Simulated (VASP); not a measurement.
Te, 1 atom in the cell. Symmetry: Fm-3m, No. 225, cubic system. The conventional cell has a = 4.726 Å, b = 4.726 Å, c = 4.726 Å, α = 90.00°, β = 90.00°, γ = 90.00°. Te (site symmetry m-3m) has 12 Te at 3.34 Å within 4.4 Å. 

```yaml
Program: VASP 6.6.1
Task: single point
Functional: LDA
Potentials_or_basis: VASP PAW LDA potentials, release 64 (Te)
Cutoff: 520 eV
k_mesh: 12 × 12 × 12
Occupations: fermi-dirac, width 0.136057 eV
Spin: no spin polarisation
Dipole_correction: no
Further_INCAR_settings: ALGO = Normal; EDIFF = 1e-07; NBANDS = 9
```

Potentials or basis: VASP PAW LDA potentials, release 64 (Te).

The run is started by

```bash
$ cat potpaw_LDA.64/Te/POTCAR > POTCAR
$ mpirun -np 1 vasp_std > vasp.out
```

Hardware: 1 thread of Intel(R) Xeon(R) Platinum 8259CL CPU @ 2.50GHz (Skylake/Cascade Lake) (shared host).

Task: How long does it take, and how much memory?

Result: It took 15 s on 1 thread of Intel(R) Xeon(R) Platinum 8259CL CPU @ 2.50GHz (Skylake/Cascade Lake), with other jobs on the host, peak memory 0.15 GiB. Counts: scf iterations 11, k points 72.
